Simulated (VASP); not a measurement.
# KB3H8 (Cmcm) in VASP: a series of runs, part 2 of 2

VASP 6.6.1. The steps go on from the part before.

## (4) Single point, PBE

This run uses another cell than the first one, of 10.48 Å³/atom.

INCAR

```
SYSTEM = KB3H8
ALGO = Normal ; EDIFF = 1E-7
ENCUT = 520 ; GGA = PE
ISIF = 2 ; ISMEAR = -1
LASPH = .True. ; LCHARG = .True.
LELF = .True. ; LREAL = Auto
LVHAR = .True. ; LWAVE = .False.
NBANDS = 44 ; NELM = 100
PREC = Accurate ; SIGMA = 0.02
```

KPOINTS

```
k-points
0
Gamma
  4 4 4
  0 0 0
```

POSCAR

```
KB3H8
1.0
    3.8187913253     -4.0404533177      0.0000000000
    3.8187913253      4.0404533177      0.0000000000
    0.0000000000      0.0000000000      8.1533600148
K B H
2 6 16
Direct
    0.6597996846      0.3402003154      0.7500000000
    0.3402003154      0.6597996846      0.2500000000
    0.2793455734      0.7206544266      0.6397939323
    0.7206544266      0.2793455734      0.1397939323
    0.7206544266      0.2793455734      0.3602060677
    0.2793455734      0.7206544266      0.8602060677
    0.0896773688      0.9103226312      0.7500000000
    0.9103226312      0.0896773688      0.2500000000
    0.2054832208      0.5255926685      0.5882476233
    0.7945167792      0.4744073315      0.0882476233
    0.5255926685      0.2054832208      0.4117523767
    0.4744073315      0.7945167792      0.9117523767
    0.7945167792      0.4744073315      0.4117523767
    0.2054832208      0.5255926685      0.9117523767
    0.4744073315      0.7945167792      0.5882476233
    0.5255926685      0.2054832208      0.0882476233
    0.1362548240      0.8637451760      0.5763723159
    0.8637451760      0.1362548240      0.0763723159
    0.8637451760      0.1362548240      0.4236276841
    0.1362548240      0.8637451760      0.9236276841
    0.8753000562      0.8579266788      0.7500000000
    0.1246999438      0.1420733212      0.2500000000
    0.8579266788      0.8753000562      0.2500000000
    0.1420733212      0.1246999438      0.7500000000
```

Started as:

```console
$ cat potpaw_PBE.64/K_sv/POTCAR potpaw_PBE.64/B/POTCAR potpaw_PBE.64/H/POTCAR > POTCAR
$ mpirun -np 1 vasp_std > vasp.out
```

Run time: 4.6 min. Hardware: 1 thread of AMD EPYC 9R45 (Zen 5), shared host; peak memory 0.38 GiB.

Results (log left out):

```yaml
Free_energy: -101.9506 eV
Pressure: -0.1 GPa
Largest_force: 0.019 eV/Å
Band_gap_on_the_k_mesh: 5.76 eV (least direct gap 5.93 eV)
```

Forces on the atoms (eV/Å):
```
K    0.000 -0.007  0.000
K    0.000  0.007  0.000
B    0.000 -0.003  0.017
B    0.000  0.003  0.017
B    0.000  0.003 -0.017
B    0.000 -0.003 -0.017
B    0.000 -0.019  0.000
B    0.000  0.019  0.000
H   -0.013 -0.005 -0.005
H    0.013  0.005 -0.005
H   -0.013  0.005  0.005
H    0.013 -0.005  0.005
H    0.013  0.005  0.005
H   -0.013 -0.005  0.005
H    0.013 -0.005 -0.005
H   -0.013  0.005 -0.005
H    0.000  0.016 -0.008
H    0.000 -0.016 -0.008
H    0.000 -0.016  0.008
H    0.000  0.016  0.008
H   -0.013  0.010  0.000
H    0.013 -0.010  0.000
H   -0.013 -0.010  0.000
H    0.013  0.010  0.000
```

Levels at points of the mesh, in eV from the valence-band top:
```csv
k point,band 24,band 25,band 26,band 27,band 28,band 29
"(0.00, 0.00, 0.00)",-0.57,-0.37,-0.22,5.99,6.57,6.63
"(0.50, 0.00, 0.00)",-0.47,-0.38,-0.33,6.31,6.47,6.83
"(0.50, 0.50, 0.00)",-0.37,-0.29,0.00,5.93,6.09,6.84
"(0.00, 0.00, 0.50)",-0.48,-0.45,-0.45,6.34,6.34,6.80
"(0.50, 0.00, 0.50)",-0.69,-0.19,-0.19,6.30,6.30,6.77
"(0.50, 0.50, 0.50)",-0.38,-0.23,-0.23,5.76,5.76,7.22
```

## (5) Single point, r2SCAN

This run uses another cell than the first one, of 9.69 Å³/atom.

POSCAR

```
KB3H8
1.0
    3.6250964589     -3.9865268761      0.0000000000
    3.6250964589      3.9865268761      0.0000000000
    0.0000000000      0.0000000000      8.0437591070
K B H
2 6 16
Direct
    0.6654820179      0.3345179821      0.7500000000
    0.3345179821      0.6654820179      0.2500000000
    0.2826579917      0.7173420083      0.6383126570
    0.7173420083      0.2826579917      0.1383126570
    0.7173420083      0.2826579917      0.3616873430
    0.2826579917      0.7173420083      0.8616873430
    0.0911184525      0.9088815475      0.7500000000
    0.9088815475      0.0911184525      0.2500000000
    0.2039774274      0.5147355470      0.5871468312
    0.7960225726      0.4852644530      0.0871468312
    0.5147355470      0.2039774274      0.4128531688
    0.4852644530      0.7960225726      0.9128531688
    0.7960225726      0.4852644530      0.4128531688
    0.2039774274      0.5147355470      0.9128531688
    0.4852644530      0.7960225726      0.5871468312
    0.5147355470      0.2039774274      0.0871468312
    0.1387632695      0.8612367305      0.5738030385
    0.8612367305      0.1387632695      0.0738030385
    0.8612367305      0.1387632695      0.4261969615
    0.1387632695      0.8612367305      0.9261969615
    0.8700952899      0.8508652506      0.7500000000
    0.1299047101      0.1491347494      0.2500000000
    0.8508652506      0.8700952899      0.2500000000
    0.1491347494      0.1299047101      0.7500000000
```

INCAR.step1

```
SYSTEM = KB3H8
PREC = Accurate
ENCUT = 520
ISMEAR = -1
SIGMA = 0.02
LREAL = Auto
LASPH = .TRUE.
NELM = 100
NBANDS = 44
GGA = PE
ALGO = Normal
EDIFF = 1E-4
LWAVE = .TRUE.
LCHARG = .FALSE.
```

INCAR.step2

```
SYSTEM = KB3H8
PREC = Accurate
ENCUT = 520
EDIFF = 1E-6
ISMEAR = -1
SIGMA = 0.02
LREAL = Auto
LASPH = .TRUE.
NELM = 100
ALGO = Normal
ISIF = 2
LWAVE = .FALSE.
LCHARG = .FALSE.
METAGGA = R2SCAN
LMIXTAU = .TRUE.
NBANDS = 44
ISTART = 1
```

KPOINTS

```
regular mesh
0
G
  4 4 4
  0 0 0
```

Potentials or basis: VASP PAW PBE potentials, release 64 (K_sv, B, H).

Started as:

```console
$ cat potpaw_PBE.64/K_sv/POTCAR potpaw_PBE.64/B/POTCAR potpaw_PBE.64/H/POTCAR > POTCAR
$ cp INCAR.step1 INCAR
$ mpirun -np 1 vasp_std > vasp.out
$ cp INCAR.step2 INCAR
$ mpirun -np 1 vasp_std > vasp.out
```

OUTCAR:

```text
SYSTEM = KB3H8
   PREC = Accurate
   ENCUT = 520
   EDIFF = 1E-6
   ISMEAR = -1
   LREAL = Auto
   LASPH = .TRUE.
   NELM = 100
   ISIF = 2
   METAGGA = R2SCAN
   ISTART = 1

 ion  position               nearest neighbor table
   1  0.665  0.335  0.750-
   2  0.335  0.665  0.250-
   3  0.283  0.717  0.638-   9 1.21  15 1.21  17 1.26   7 1.77   6 1.80
   4  0.717  0.283  0.138-  10 1.21  16 1.21  18 1.26   8 1.77   5 1.80
   5  0.717  0.283  0.362-  11 1.21  13 1.21  19 1.26   8 1.77   4 1.80
   6  0.283  0.717  0.862-  12 1.21  14 1.21  20 1.26   7 1.77   3 1.80
   7  0.091  0.909  0.750-  21 1.20  24 1.20  17 1.47  20 1.47   3 1.77   6 1.77
   8  0.909  0.091  0.250-  22 1.20  23 1.20  18 1.47  19 1.47   4 1.77   5 1.77
   9  0.204  0.515  0.587-   3 1.21
  10  0.796  0.485  0.087-   4 1.21
  11  0.515  0.204  0.413-   5 1.21
  12  0.485  0.796  0.913-   6 1.21
  13  0.796  0.485  0.413-   5 1.21
  14  0.204  0.515  0.913-   6 1.21
  15  0.485  0.796  0.587-   3 1.21
  16  0.515  0.204  0.087-   4 1.21
  17  0.139  0.861  0.574-   3 1.26   7 1.47
  18  0.861  0.139  0.074-   4 1.26   8 1.47
  19  0.861  0.139  0.426-   5 1.26   8 1.47
  20  0.139  0.861  0.926-   6 1.26   7 1.47
  21  0.870  0.851  0.750-   7 1.20
  22  0.130  0.149  0.250-   8 1.20
  23  0.851  0.870  0.250-   8 1.20
  24  0.149  0.130  0.750-   7 1.20

  LATTYP: Found a base centered orthorhombic cell.
 ALAT       =     7.2501929178
 B/A-ratio  =     1.0997022897
 C/A-ratio  =     1.1094544929

  Lattice vectors:

 A1 = (   3.6250964589,  -3.9865268761,   0.0000000000)
 A2 = (   3.6250964589,   3.9865268761,   0.0000000000)
 A3 = (   0.0000000000,   0.0000000000,   8.0437591070)

Analysis of symmetry for initial positions (statically):
=====================================================================
 Subroutine PRICEL returns:
 Original cell was already a primitive cell.

 Routine SETGRP: Setting up the symmetry group for a
 base centered orthorhombic supercell.

 Subroutine GETGRP returns: Found  8 space group operations
 (whereof  4 operations were pure point group operations)
 out of a pool of  8 trial point group operations.

The static configuration has the point symmetry C_2h.
 The point group associated with its full space group is D_2h.

Analysis of symmetry for dynamics (positions and initial velocities):
=====================================================================
 Subroutine PRICEL returns:
 Original cell was already a primitive cell.

 Routine SETGRP: Setting up the symmetry group for a
 base centered orthorhombic supercell.

 Subroutine GETGRP returns: Found  8 space group operations
 (whereof  4 operations were pure point group operations)
 out of a pool of  8 trial point group operations.

The dynamic configuration has the point symmetry C_2h.
 The point group associated with its full space group is D_2h.

 Subroutine INISYM returns: Found  8 space group operations
 (whereof  4 operations are pure point group operations),
 and found     1 'primitive' translations

[... 94 lines left out ...]
            Coordinates               Weight
  0.000000  0.000000  0.000000      1.000000
  0.250000 -0.000000  0.000000      4.000000
  0.500000 -0.000000  0.000000      2.000000
  0.250000  0.250000  0.000000      2.000000
  0.500000  0.250000  0.000000      4.000000
 -0.250000  0.250000  0.000000      2.000000
[... 13 lines left out ...]
 -0.250000  0.250000  0.500000      2.000000
  0.500000  0.500000  0.500000      1.000000
   k-points           NKPTS =     21   k-points in BZ     NKDIM =     21   number of bands    NBANDS=     44
   number of dos      NEDOS =    301   number of ions     NIONS =     24
   total plane-waves  NPLWV =  96000
   dimension x,y,z NGX =    40 NGY =   40 NGZ =   60
   dimension x,y,z NGXF=    80 NGYF=   80 NGZF=  120
   ions per type =               2   6  16
   NGX,Y,Z   is equivalent  to a cutoff of  12.34, 12.34, 12.40 a.u.
   NGXF,Y,Z  is equivalent  to a cutoff of  24.68, 24.68, 24.80 a.u.
 SYSTEM =  KB3H8
   PREC   = accura    normal or accurate (medium, high low for compatibility)
   ISTART =      1    job   : 0-new  1-cont  2-samecut
   ICHARG =      0    charge: 1-file 2-atom 10-const
   ISPIN  =      1    spin polarized calculation?
   LNONCOLLINEAR =      F non collinear calculations
   LSORBIT =      F    spin-orbit coupling
   LASPH  =      T    aspherical Exc in radial PAW
   ENCUT  =  520.0 eV  38.22 Ry    6.18 a.u.  10.02 10.02 14.96*2*pi/ulx,y,z
   NELM   =    100;   NELMIN=  2; NELMDL=  0     # of ELM steps
   EDIFF  = 0.1E-05   stopping-criterion for ELM
   LREAL  =      T    real-space projection
   EDIFFG = 0.1E-04   stopping-criterion for IOM
   NSW    =      0    number of steps for IOM
   IBRION =     -1    ionic relax: 0-MD 1-quasi-New 2-CG
   NFREE  =      0    steps in history (QN), initial steepest desc. (CG)
   ISIF   =      2    stress and relaxation
   ISYM   =      2    0-nonsym 1-usesym 2-fastsym
   POTIM  = 0.5000    time-step for ionic-motion
   TEBEG  =    0.0;   TEEND  =   0.0 temperature during run
   PSTRESS=    0.0 pullay stress
   NELECT =      52.0000    total number of electrons
   NUPDOWN=      -1.0000    fix difference up-down
   EMIN   =  10.00;   EMAX   =-10.00  energy-range for DOS
   EFERMI =   0.00;   METHOD = LEGACY
   ISMEAR =    -1;   SIGMA  =   0.02  broadening in eV -4-tet -1-fermi 0-gaus
   EFERMI_NEDOS =   21; number of points for ismear=-14 and -15
   IALGO  =     38    algorithm
   IMIX   =      4    mixing-type and parameters
     AMIX     =   0.40;   BMIX     =  1.00
     AMIX_MAG =   1.60;   BMIX_MAG =  1.00
  volume/ion in A,a.u.               =       9.69        65.37
  Fermi-wavevector in a.u.,A,eV,Ry     =   0.993745  1.877905 13.436142  0.987529
  Thomas-Fermi vector in A             =   2.125648
   LORBIT       =      0    0 simple, 1 ext, 2 COOP (PROOUT), +10 PAW based schemes
   METAGGA = R2SCAN    functional components
   LHFCALC =     F    Hartree Fock is set to
   AEXX    =    0.0000 exact exchange contribution
   IVDW    =     0    specifies the selected vdW correction
   LEPSILON=     F    determine dielectric tensor
   LRPA    =     F    only Hartree local field effects (RPA)
 non-spin polarized calculation
  energy-cutoff  :      520.00
  volume of cell :      232.49
 maximum number of plane-waves:      6292
   NGX = 21   NGY = 21   NGZ = 29

 number of electron      51.9999997 magnetization

 Free energy of the ion-electron system (eV)
  ---------------------------------------------------
  ext. energy  EPLUGINS =         0.00000000
  ---------------------------------------------------
  free energy    TOTEN  =      -117.55789236 eV

  energy without entropy =     -117.55789236  energy(sigma->0) =     -117.55789236

 E-fermi :  -2.2666     XC(G=0):  -8.2185

 val. band max:       -2.7237787696   @ k =   0.5000   0.5000   0.0000
 cond. band min:       3.5018316071   @ k =   0.5000   0.5000   0.5000
 fundamental gap:      6.2256103766
 Fermi energy:        -2.2666169785

 k-point     1 :       0.0000    0.0000    0.0000
  band No.  band energies     occupation
      1     -31.8555      2.00000
      2     -31.8540      2.00000
      3     -14.6164      2.00000
      4     -14.5917      2.00000
      5     -14.5909      2.00000
      6     -14.5873      2.00000
[... 850 lines left out ...]
     37       6.8855      0.00000
     38       6.8855      0.00000
 [bands above 38 left out]

------------------------ aborting loop because EDIFF is reached ----------------------------------------

  FORCE on cell =-STRESS in cart. coord.  units (eV):
  Direction    XX          YY          ZZ          XY          YZ          ZX
  --------------------------------------------------------------------------------------
  -------------------------------------------------------------------------------------
  Total       -0.0035279     -0.0054498     -0.0796162      0.0000000      0.0000000      0.0000000
  in kB       -0.0243122     -0.0375566     -0.5486666      0.0000000      0.0000000      0.0000000
  external PRESSURE =      -0.2035118 kB  Pullay stress =       0.0000000 kB

 VOLUME and BASIS-vectors are now :
 -----------------------------------------------------------------------------
  energy-cutoff  :      520.00
  volume of cell :      232.49
      direct lattice vectors                 reciprocal lattice vectors
     3.625096459 -3.986526876  0.000000000     0.137927364 -0.125422458  0.000000000
     3.625096459  3.986526876  0.000000000     0.137927364  0.125422458  0.000000000
     0.000000000  0.000000000  8.043759107     0.000000000  0.000000000  0.124319984

 POSITION                                       TOTAL-FORCE (eV/Angst)
 -----------------------------------------------------------------------------------
      3.62510     -1.31940      6.03282         0.000000      0.008233      0.000000
      3.62510      1.31940      2.01094         0.000000     -0.008233      0.000000
      3.62510      1.73288      5.13443         0.000000     -0.006991      0.016901
      3.62510     -1.73288      1.11255         0.000000      0.006991      0.016901
      3.62510     -1.73288      2.90933         0.000000      0.006991     -0.016901
      3.62510      1.73288      6.93121         0.000000     -0.006991     -0.016901
[... 16 lines left out ...]
      6.23865      0.07666      2.01094        -0.021326     -0.015569      0.000000
      1.01154     -0.07666      6.03282         0.021326      0.015569     -0.000000
 -----------------------------------------------------------------------------------
    total drift:                                0.000000      0.000000      0.000000

  FREE ENERGIE OF THE ION-ELECTRON SYSTEM (eV)
  ---------------------------------------------------
  free  energy   TOTEN  =      -117.5578923591 eV

  energy  without entropy=     -117.5578923591  energy(sigma->0) =     -117.55789236
```

It took 11 min on 1 thread of AMD EPYC 9R45 (Zen 5), shared host; peak memory 0.37 GiB.

Results:

```
Free energy            : -117.5579 eV
Pressure               : 0.0 GPa
Largest force          : 0.030 eV/Å
Band gap on the k mesh : 6.23 eV (least direct gap 6.28 eV)
```

Forces on the atoms (eV/Å):
```
K    0.000  0.008  0.000
K    0.000 -0.008  0.000
B    0.000 -0.007  0.017
B    0.000  0.007  0.017
B    0.000  0.007 -0.017
B    0.000 -0.007 -0.017
B    0.000 -0.004  0.000
B    0.000  0.004  0.000
H   -0.026 -0.012 -0.011
H    0.026  0.012 -0.011
H   -0.026  0.012  0.011
H    0.026 -0.012  0.011
H    0.026  0.012  0.011
H   -0.026 -0.012  0.011
H    0.026 -0.012 -0.011
H   -0.026  0.012 -0.011
H    0.000  0.021 -0.018
H    0.000 -0.021 -0.018
H    0.000 -0.021  0.018
H    0.000  0.021  0.018
H   -0.021  0.016  0.000
H    0.021 -0.016  0.000
H   -0.021 -0.016  0.000
H    0.021  0.016  0.000
```

Caveat: the PAW data sets were made with another functional, which shifts forces and pressure a little. r2SCAN opens gaps a little over a GGA but as a rule still falls short of measured ones.

## (6) Single point, r2SCAN

This run uses another cell than the first one, of 9.69 Å³/atom.

POSCAR

```
KB3H8
1.0
    3.6250964600     -3.9865268800      0.0000000000
    3.6250964600      3.9865268800      0.0000000000
    0.0000000000      0.0000000000      8.0437591100
K B H
2 6 16
Direct
    0.6654820200      0.3345179800      0.7500000000
    0.3345179800      0.6654820200      0.2500000000
    0.2826579900      0.7173420100      0.6383126600
    0.7173420100      0.2826579900      0.1383126600
    0.7173420100      0.2826579900      0.3616873400
    0.2826579900      0.7173420100      0.8616873400
    0.0911184500      0.9088815500      0.7500000000
    0.9088815500      0.0911184500      0.2500000000
    0.2039774300      0.5147355500      0.5871468300
    0.7960225700      0.4852644500      0.0871468300
    0.5147355500      0.2039774300      0.4128531700
    0.4852644500      0.7960225700      0.9128531700
    0.7960225700      0.4852644500      0.4128531700
    0.2039774300      0.5147355500      0.9128531700
    0.4852644500      0.7960225700      0.5871468300
    0.5147355500      0.2039774300      0.0871468300
    0.1387632700      0.8612367300      0.5738030400
    0.8612367300      0.1387632700      0.0738030400
    0.8612367300      0.1387632700      0.4261969600
    0.1387632700      0.8612367300      0.9261969600
    0.8700952900      0.8508652500      0.7500000000
    0.1299047100      0.1491347500      0.2500000000
    0.8508652500      0.8700952900      0.2500000000
    0.1491347500      0.1299047100      0.7500000000
```

INCAR.step1 is that of step 5.

Edit INCAR.step2 of step 5 so:

```diff
@@ -3,3 +3,3 @@
 ENCUT = 520
-EDIFF = 1E-6
+EDIFF = 1E-7
 ISMEAR = -1
```

KPOINTS is that of step 5.

Potentials or basis: VASP PAW PBE potentials, release 64 (K_sv, B, H).

Started as:

```console
$ cat potpaw_PBE.64/K_sv/POTCAR potpaw_PBE.64/B/POTCAR potpaw_PBE.64/H/POTCAR > POTCAR
$ cp INCAR.step1 INCAR
$ mpirun -np 1 vasp_std > vasp.out
$ cp INCAR.step2 INCAR
$ mpirun -np 1 vasp_std > vasp.out
```

It took 11 min on 1 thread of AMD EPYC 9R45 (Zen 5), shared host; peak memory 0.37 GiB.

It converged, with:

| Quantity | Value |
| --- | --- |
| Free energy | -117.5579 eV |
| Pressure | 0.0 GPa |
| Largest force | 0.030 eV/Å |
| Band gap on the k mesh | 6.23 eV (least direct gap 6.28 eV) |

Forces on the atoms (eV/Å):
```
K    0.000  0.008  0.000
K    0.000 -0.008  0.000
B    0.000 -0.007  0.017
B    0.000  0.007  0.017
B    0.000  0.007 -0.017
B    0.000 -0.007 -0.017
B    0.000 -0.004  0.000
B    0.000  0.004  0.000
H   -0.026 -0.012 -0.011
H    0.026  0.012 -0.011
H   -0.026  0.012  0.011
H    0.026 -0.012  0.011
H    0.026  0.012  0.011
H   -0.026 -0.012  0.011
H    0.026 -0.012 -0.011
H   -0.026  0.012 -0.011
H    0.000  0.021 -0.018
H    0.000 -0.021 -0.018
H    0.000 -0.021  0.018
H    0.000  0.021  0.018
H   -0.021  0.016  0.000
H    0.021 -0.016  0.000
H   -0.021 -0.016  0.000
H    0.021  0.016  0.000
```

Levels at points of the mesh, in eV from the valence-band top:
```
           k point  band 24  band 25  band 26  band 27  band 28  band 29
(0.00, 0.00, 0.00)    -0.72    -0.40    -0.28     6.59     6.94     7.08
(0.50, 0.00, 0.00)    -0.56    -0.47    -0.36     6.75     6.90     7.50
(0.50, 0.50, 0.00)    -0.43    -0.29     0.00     6.28     6.70     7.63
(0.00, 0.00, 0.50)    -0.56    -0.55    -0.55     6.99     6.99     7.29
(0.50, 0.00, 0.50)    -0.86    -0.19    -0.19     6.67     6.67     7.47
(0.50, 0.50, 0.50)    -0.44    -0.23    -0.23     6.23     6.23     7.86
```

Caveat: the PAW data sets were made with another functional, which shifts forces and pressure a little. A k mesh can miss the band edges.

## (7) The runs side by side

| level | potentials or basis | cell | gap on the mesh (eV) | pressure (GPa) | largest force (eV/Å) |
| --- | --- | --- | --- | --- | --- |
| LDA | VASP PAW LDA potentials, release 64 (K_sv, B, H) | a = 5.140, b = 5.140, c = 7.766 Å, angles 90.0, 90.0, 96.2°, 24 atoms, atomic positions A | 5.18 | 0.0 | 0.03 |
| PBEsol | VASP PAW PBE potentials, release 64 (K_sv, B, H) | a = 5.350, b = 5.350, c = 7.983 Å, angles 90.0, 90.0, 94.7°, 24 atoms, atomic positions B | 5.47 | 0.0 | 0.03 |
| PBE | VASP PAW PBE potentials, release 64 (K_sv, B, H) | a = 5.560, b = 5.560, c = 8.153 Å, angles 90.0, 90.0, 93.2°, 24 atoms, atomic positions C | 5.76 | -0.1 | 0.02 |
| r2SCAN | VASP PAW PBE potentials, release 64 (K_sv, B, H) | a = 5.388, b = 5.388, c = 8.044 Å, angles 90.0, 90.0, 95.4°, 24 atoms, atomic positions D | 6.23 | 0.0 | 0.03 |

Alike in all rows: task single point; no spin polarisation; k mesh 4 × 4 × 4; cutoff (eV) 520; smearing fermi-dirac 0.02 eV.

Caveats: the PAW data sets were made with another functional, which shifts forces and pressure a little (at least some runs).

Total energies depend on the potentials used, so only differences within one code and one set of settings carry meaning.
